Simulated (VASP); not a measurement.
Set up this calculation in VASP 6.6.1, as the native input.

* Task: single point
* Functional: r2SCAN
* Potentials or basis: VASP PAW PBE potentials, release 64 (Zn, Cu)
* Cutoff: 520 eV
* k mesh: 12 × 12 × 12
* Occupations: gaussian, width 0.05 eV
* Spin: no spin polarisation
* Dipole correction: no
* Further INCAR settings: ALGO = Normal; EDIFF = 1e-06; NBANDS = 18

ZnCu:

```xyz
2
Lattice="2.8805 0.0000 0.0000 0.0000 2.8805 0.0000 0.0000 0.0000 2.8805" Properties=species:S:1:pos:R:3 pbc="T T T"
Zn    1.4403    1.4403    1.4403
Cu    0.0000    0.0000    0.0000
```

The input as run:

POSCAR

```
ZnCu
1.0
    2.8805379942      0.0000000000      0.0000000000
    0.0000000000      2.8805379942      0.0000000000
    0.0000000000      0.0000000000      2.8805379942
Zn Cu
1 1
Direct
    0.5000000000      0.5000000000      0.5000000000
    0.0000000000      0.0000000000      0.0000000000
```

INCAR.step1

```
SYSTEM = ZnCu
PREC     = Accurate       ! precision mode
ENCUT    = 520            ! plane-wave cutoff, eV
ISMEAR   = 0              ! smearing method
SIGMA    = 0.05           ! smearing width, eV
LREAL    = .False.        ! projectors in reciprocal space
LASPH    = .True.         ! aspherical terms in the spheres
NELM     = 100            ! most SCF steps
NBANDS   = 18             ! bands
GGA      = PE             ! functional
ALGO     = Normal         ! electronic algorithm
EDIFF    = 1E-4           ! SCF threshold, eV
LWAVE    = .True.         ! write WAVECAR
LCHARG   = .False.        ! write CHGCAR
```

INCAR.step2

```
SYSTEM = ZnCu
PREC     = Accurate       ! precision mode
ENCUT    = 520            ! plane-wave cutoff, eV
EDIFF    = 1E-6           ! SCF threshold, eV
ISMEAR   = 0              ! smearing method
SIGMA    = 0.05           ! smearing width, eV
LREAL    = .False.        ! projectors in reciprocal space
LASPH    = .True.         ! aspherical terms in the spheres
NELM     = 100            ! most SCF steps
ALGO     = Normal         ! electronic algorithm
ISIF     = 2              ! what is computed and relaxed
LWAVE    = .False.        ! write WAVECAR
LCHARG   = .False.        ! write CHGCAR
METAGGA  = R2SCAN         ! meta-GGA
LMIXTAU  = .True.       
NBANDS   = 18             ! bands
ISTART   = 1
```

KPOINTS

```
Automatic mesh
0
Gamma
  12 12 12
  0 0 0
```

Potentials or basis: VASP PAW PBE potentials, release 64 (Zn, Cu).

Command:

```sh
$ cat potpaw_PBE.64/Zn/POTCAR potpaw_PBE.64/Cu/POTCAR > POTCAR
$ cp INCAR.step1 INCAR
$ mpirun -np 1 vasp_std > vasp.out
$ cp INCAR.step2 INCAR
$ mpirun -np 1 vasp_std > vasp.out
```

It gave:

The pressure is 6.7 GPa and the band gap on the k mesh is zero (an odd number of electrons rules out a gap without spin polarisation).

Caveat: the cell stands under pressure; the PAW data sets were made with another functional, which shifts forces and pressure a little.

Run time: 36 s on 1 thread of Intel(R) Xeon(R) 6975P-C (Granite Rapids), with other jobs on the host, peak memory 0.16 GiB.
